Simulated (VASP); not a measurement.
# NiSn3 (Pm-3m) in VASP: single point with PBE

Aim: the single point of NiSn3 with PBE.

All numbers are computed with VASP 6.6.1; they aren't measurements. Logs are shortened: lines on timing, memory, paths and dates and some standing lists are left out, and cuts for length are marked.

**1. The cell of the first run**

Symmetry: Pm-3m, No. 221, cubic system. The conventional cell has a = 4.491 Å, b = 4.491 Å, c = 4.491 Å, α = 90.00°, β = 90.00°, γ = 90.00°. Sn (site symmetry 4/mmm) has 8 Sn at 3.18 Å and 4 Ni at 3.18 Å within 4.2 Å. Ni (site symmetry m-3m) has 12 Sn at 3.18 Å within 4.2 Å.

**2. Single point, PBE**

Input file INCAR:

```
PREC = Accurate
ENCUT = 520
EDIFF = 1E-6
ISMEAR = 0
SIGMA = 0.1
LREAL = F
LASPH = T
NELM = 100
ALGO = Fast
ISIF = 2
LWAVE = F
LCHARG = F
GGA = PE
NBANDS = 34
```

Input file KPOINTS:

```
Automatic mesh
0
Gamma
  10 10 10
```

Input file POSCAR:

```
NiSn3
1.0
    4.4912620975      0.0000000000      0.0000000000
    0.0000000000      4.4912620975      0.0000000000
    0.0000000000      0.0000000000      4.4912620975
Sn Ni
3 1
Direct
    0.0000000000      0.5000000000      0.5000000000
    0.5000000000      0.0000000000      0.5000000000
    0.5000000000      0.5000000000      0.0000000000
    0.0000000000      0.0000000000      0.0000000000
```

Potentials or basis: VASP PAW PBE potentials, release 64 (Sn_d, Ni).

Run with:

```sh
$ cat potpaw_PBE.64/Sn_d/POTCAR potpaw_PBE.64/Ni/POTCAR > POTCAR
$ mpirun -np 1 vasp_std > vasp.out
```

OUTCAR:

```text
PREC = Accurate
   ENCUT = 520
   EDIFF = 1E-6
   ISMEAR = 0
   LREAL = F
   LASPH = T
   NELM = 100
   ISIF = 2
   GGA = PE

 ion  position               nearest neighbor table
   1  0.000  0.500  0.500-   2 3.18   3 3.18   4 3.18   3 3.18   4 3.18   2 3.18   4 3.18   4 3.18
                             2 3.18   3 3.18   3 3.18   2 3.18
   2  0.500  0.000  0.500-   1 3.18   3 3.18   4 3.18   3 3.18   4 3.18   1 3.18   3 3.18   3 3.18
                             1 3.18   4 3.18   4 3.18   1 3.18
   3  0.500  0.500  0.000-   1 3.18   2 3.18   4 3.18   1 3.18   2 3.18   2 3.18   4 3.18   2 3.18
                             1 3.18   4 3.18   1 3.18   4 3.18
   4  0.000  0.000  0.000-   1 3.18   2 3.18   3 3.18   1 3.18   2 3.18   1 3.18   3 3.18   1 3.18
                             2 3.18   3 3.18   2 3.18   3 3.18

  LATTYP: Found a simple cubic cell.
 ALAT       =     4.4912620975

  Lattice vectors:

 A1 = (   4.4912620975,   0.0000000000,   0.0000000000)
 A2 = (   0.0000000000,   4.4912620975,   0.0000000000)
 A3 = (   0.0000000000,   0.0000000000,   4.4912620975)

Analysis of symmetry for initial positions (statically):
=====================================================================
 Subroutine PRICEL returns:
 Original cell was already a primitive cell.

 Routine SETGRP: Setting up the symmetry group for a
 simple cubic supercell.

 Subroutine GETGRP returns: Found 48 space group operations
 (whereof 48 operations were pure point group operations)
 out of a pool of 48 trial point group operations.

The static configuration has the point symmetry O_h .

Analysis of symmetry for dynamics (positions and initial velocities):
=====================================================================
 Subroutine PRICEL returns:
 Original cell was already a primitive cell.

 Routine SETGRP: Setting up the symmetry group for a
 simple cubic supercell.

 Subroutine GETGRP returns: Found 48 space group operations
 (whereof 48 operations were pure point group operations)
 out of a pool of 48 trial point group operations.

The dynamic configuration has the point symmetry O_h .

 Subroutine INISYM returns: Found 48 space group operations
 (whereof 48 operations are pure point group operations),
 and found     1 'primitive' translations

----------------------------------------------------------------------------------------

                                     Primitive cell

  volume of cell :      90.5952

  direct lattice vectors                    reciprocal lattice vectors
     4.491262097  0.000000000  0.000000000     0.222654563  0.000000000  0.000000000
     0.000000000  4.491262097  0.000000000     0.000000000  0.222654563  0.000000000
     0.000000000  0.000000000  4.491262097     0.000000000  0.000000000  0.222654563

  length of vectors
     4.491262097  4.491262097  4.491262097     0.222654563  0.222654563  0.222654563

  position of ions in fractional coordinates (direct lattice)
     0.000000000  0.500000000  0.500000000
     0.500000000  0.000000000  0.500000000
     0.500000000  0.500000000  0.000000000
     0.000000000  0.000000000  0.000000000

  ion indices of the primitive-cell ions
   primitive index   ion index
                 1           1
                 2           2
                 3           3
                 4           4

----------------------------------------------------------------------------------------

 KPOINTS: Automatic mesh

Automatic generation of k-mesh.
 Grid dimensions read from file:
 generate k-points for:   10   10   10

 Generating k-lattice:

  Cartesian coordinates                     Fractional coordinates (reciprocal lattice)
     0.022265456  0.000000000  0.000000000     0.100000000  0.000000000  0.000000000
     0.000000000  0.022265456  0.000000000     0.000000000  0.100000000  0.000000000
     0.000000000  0.000000000  0.022265456     0.000000000  0.000000000  0.100000000

  Length of vectors
     0.022265456  0.022265456  0.022265456

  Shift w.r.t. Gamma in fractional coordinates (k-lattice)
     0.000000000  0.000000000  0.000000000

 Subroutine IBZKPT returns following result:
 ===========================================

 Found     56 irreducible k-points:

 Following reciprocal coordinates:
            Coordinates               Weight
  0.000000  0.000000  0.000000      1.000000
  0.100000  0.000000  0.000000      6.000000
  0.200000  0.000000  0.000000      6.000000
  0.300000  0.000000  0.000000      6.000000
  0.400000  0.000000  0.000000      6.000000
  0.500000  0.000000  0.000000      3.000000
[... 16 lines left out ...]
  0.200000  0.100000  0.100000     24.000000
  0.300000  0.100000  0.100000     24.000000
 [... further k-points ...]
   k-points           NKPTS =     56   k-points in BZ     NKDIM =     56   number of bands    NBANDS=     34
   number of dos      NEDOS =    301   number of ions     NIONS =      4
   total plane-waves  NPLWV =  46656
   dimension x,y,z NGX =    36 NGY =   36 NGZ =   36
   dimension x,y,z NGXF=    72 NGYF=   72 NGZF=   72
   ions per type =               3   1
   NGX,Y,Z   is equivalent  to a cutoff of  13.33, 13.33, 13.33 a.u.
   NGXF,Y,Z  is equivalent  to a cutoff of  26.65, 26.65, 26.65 a.u.
 SYSTEM =  unknown system
   PREC   = accura    normal or accurate (medium, high low for compatibility)
   ISTART =      0    job   : 0-new  1-cont  2-samecut
   ICHARG =      2    charge: 1-file 2-atom 10-const
   ISPIN  =      1    spin polarized calculation?
   LNONCOLLINEAR =      F non collinear calculations
   LSORBIT =      F    spin-orbit coupling
   LASPH  =      T    aspherical Exc in radial PAW
   ENCUT  =  520.0 eV  38.22 Ry    6.18 a.u.   8.35  8.35  8.35*2*pi/ulx,y,z
   NELM   =    100;   NELMIN=  2; NELMDL= -5     # of ELM steps
   EDIFF  = 0.1E-05   stopping-criterion for ELM
   LREAL  =      F    real-space projection
   EDIFFG = 0.1E-04   stopping-criterion for IOM
   NSW    =      0    number of steps for IOM
   IBRION =     -1    ionic relax: 0-MD 1-quasi-New 2-CG
   NFREE  =      0    steps in history (QN), initial steepest desc. (CG)
   ISIF   =      2    stress and relaxation
   ISYM   =      2    0-nonsym 1-usesym 2-fastsym
   POTIM  = 0.5000    time-step for ionic-motion
   TEBEG  =    0.0;   TEEND  =   0.0 temperature during run
   PSTRESS=    0.0 pullay stress
   NELECT =      52.0000    total number of electrons
   NUPDOWN=      -1.0000    fix difference up-down
   EMIN   =  10.00;   EMAX   =-10.00  energy-range for DOS
   EFERMI =   0.00;   METHOD = LEGACY
   ISMEAR =     0;   SIGMA  =   0.10  broadening in eV -4-tet -1-fermi 0-gaus
   EFERMI_NEDOS =   21; number of points for ismear=-14 and -15
   IALGO  =     68    algorithm
   IMIX   =      4    mixing-type and parameters
     AMIX     =   0.40;   BMIX     =  1.00
     AMIX_MAG =   1.60;   BMIX_MAG =  1.00
  volume/ion in A,a.u.               =      22.65       152.84
  Fermi-wavevector in a.u.,A,eV,Ry     =   1.360528  2.571025 25.184887  1.851037
  Thomas-Fermi vector in A             =   2.487183
   LORBIT       =      0    0 simple, 1 ext, 2 COOP (PROOUT), +10 PAW based schemes
   GGA     = PE    functional components
   LHFCALC =     F    Hartree Fock is set to
   AEXX    =    0.0000 exact exchange contribution
   IVDW    =     0    specifies the selected vdW correction
   LEPSILON=     F    determine dielectric tensor
   LRPA    =     F    only Hartree local field effects (RPA)
 non-spin polarized calculation
 RMM-DIIS sequential band-by-band and
 Gauss-broadening in eV      SIGMA  =   0.10
  energy-cutoff  :      520.00
  volume of cell :       90.60
 maximum number of plane-waves:      2469
 NGX is ok and might be reduce to    36
   NGX = 17   NGY = 17   NGZ = 17

 number of electron      51.9999993 magnetization

 Free energy of the ion-electron system (eV)
  ---------------------------------------------------
  ext. energy  EPLUGINS =         0.00000000
  ---------------------------------------------------
  free energy    TOTEN  =       -15.94916883 eV

  energy without entropy =      -15.93484294  energy(sigma->0) =      -15.94200589

 E-fermi :   8.4779     XC(G=0): -10.8335

 val. band max:        8.4769974956   @ k =   0.3000   0.2000   0.1000
 cond. band min:       8.4854785240   @ k =   0.4000   0.4000   0.0000
 fundamental gap:      0.0084810284
 Fermi energy:         8.4778676503

 k-point     1 :       0.0000    0.0000    0.0000
  band No.  band energies     occupation
      1     -13.2320      2.00000
      2     -13.2320      2.00000
      3     -13.2320      2.00000
      4     -13.2102      2.00000
      5     -13.0791      2.00000
      6     -13.0791      2.00000
[... 26 lines left out ...]
     33      13.0376      0.00000
     34      16.1581      0.00000

 k-point     2 :       0.1000    0.0000    0.0000
  band No.  band energies     occupation
      1     -13.2309      2.00000
      2     -13.2233      2.00000
      3     -13.2233      2.00000
      4     -13.2042      2.00000
      5     -13.0783      2.00000
      6     -13.0740      2.00000
[... 26 lines left out ...]
     33      12.8345      0.00000
     34      16.1397      0.00000

 k-point     3 :       0.2000    0.0000    0.0000
  band No.  band energies     occupation
      1     -13.2278      2.00000
      2     -13.1978      2.00000
      3     -13.1978      2.00000
      4     -13.1873      2.00000
      5     -13.0761      2.00000
      6     -13.0595      2.00000
[... 26 lines left out ...]
     33      12.8159      0.00000
     34      16.3028      0.00000
[... 704 lines left out ...]
 k-point    23 :       0.2000    0.1000    0.1000
  band No.  band energies     occupation
      1     -13.2147      2.00000
      2     -13.1954      2.00000
      3     -13.1899      2.00000
      4     -13.1707      2.00000
      5     -13.0680      2.00000
      6     -13.0548      2.00000
[... 26 lines left out ...]
     33      13.1014      0.00000
     34      16.3938      0.00000

 k-point    24 :       0.3000    0.1000    0.1000
  band No.  band energies     occupation
      1     -13.2098      2.00000
      2     -13.1678      2.00000
      3     -13.1548      2.00000
      4     -13.1393      2.00000
      5     -13.0658      2.00000
      6     -13.0330      2.00000
[... 26 lines left out ...]
     33      13.3498      0.00000
     34      15.2143      0.00000

 [... further k-points ...]
[... 5 lines left out ...]
  --------------------------------------------------------------------------------------
  -------------------------------------------------------------------------------------
  Total        0.0076211      0.0076211      0.0076211      0.0000000      0.0000000     -0.0000000
  in kB        0.1347797      0.1347797      0.1347797      0.0000000      0.0000000     -0.0000000
  external PRESSURE =       0.1347797 kB  Pullay stress =       0.0000000 kB

 VOLUME and BASIS-vectors are now :
 -----------------------------------------------------------------------------
  energy-cutoff  :      520.00
  volume of cell :       90.60
      direct lattice vectors                 reciprocal lattice vectors
     4.491262097  0.000000000  0.000000000     0.222654563  0.000000000  0.000000000
     0.000000000  4.491262097  0.000000000     0.000000000  0.222654563  0.000000000
     0.000000000  0.000000000  4.491262097     0.000000000  0.000000000  0.222654563

 POSITION                                       TOTAL-FORCE (eV/Angst)
 -----------------------------------------------------------------------------------
      0.00000      2.24563      2.24563         0.000000      0.000000      0.000000
      2.24563      0.00000      2.24563         0.000000      0.000000      0.000000
      2.24563      2.24563      0.00000         0.000000      0.000000      0.000000
      0.00000      0.00000      0.00000         0.000000      0.000000      0.000000
 -----------------------------------------------------------------------------------
    total drift:                                0.000000      0.000000      0.000000

  FREE ENERGIE OF THE ION-ELECTRON SYSTEM (eV)
  ---------------------------------------------------
  free  energy   TOTEN  =       -15.9491688334 eV

  energy  without entropy=      -15.9348429398  energy(sigma->0) =      -15.94200589
```

Wall time 5 min (1 thread of AMD EPYC 7R43 (Zen 3), shared host); peak memory 0.26 GiB.

What came out:

```
Free energy            : -15.9492 eV
Pressure               : 0.0 GPa
Band gap on the k mesh : zero (band 26 reaches 8.86 eV, above the bottom of band 27 at 7.86 eV)
```

Caveat: spin-orbit coupling is left out, which moves the levels of the heavy elements. Spin polarisation is off, so any magnetic state and its effect on volume and gap are missing.
